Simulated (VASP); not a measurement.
Pt, 8 atoms in the cell. The structure is cubic, space group Fm-3m (No. 225). The conventional cell has a = 3.918 Å, b = 3.918 Å, c = 3.918 Å, α = 90.00°, β = 90.00°, γ = 90.00°. Pt (site symmetry m-3m) has 12 Pt at 2.77 Å within 3.7 Å. 

- Program: VASP 6.6.1
- Task: single point
- Functional: PBEsol
- Potentials or basis: VASP PAW PBE potentials, release 64 (Pt)
- Cutoff: 520 eV
- k mesh: 14 × 14 × 14
- Occupations: gaussian, width 0.15 eV
- Spin: no spin polarisation
- Dipole correction: no
- Further INCAR settings: ALGO = Fast; EDIFF = 1e-06; NBANDS = 50

Potentials or basis: VASP PAW PBE potentials, release 64 (Pt).

The run is started by

```sh
$ cat potpaw_PBE.64/Pt/POTCAR > POTCAR
$ mpirun -np 1 vasp_std > vasp.out
```

Hardware: 1 thread of AMD EPYC 9R45 96-Core Processor (Zen 5) (shared host).

Question: How long does it take, and how much memory?

Answer: Run time: 7.9 min on 1 thread of AMD EPYC 9R45 96-Core Processor (Zen 5), on a shared host, peak memory 0.52 GiB. Counts: scf iterations 16, k points 104.
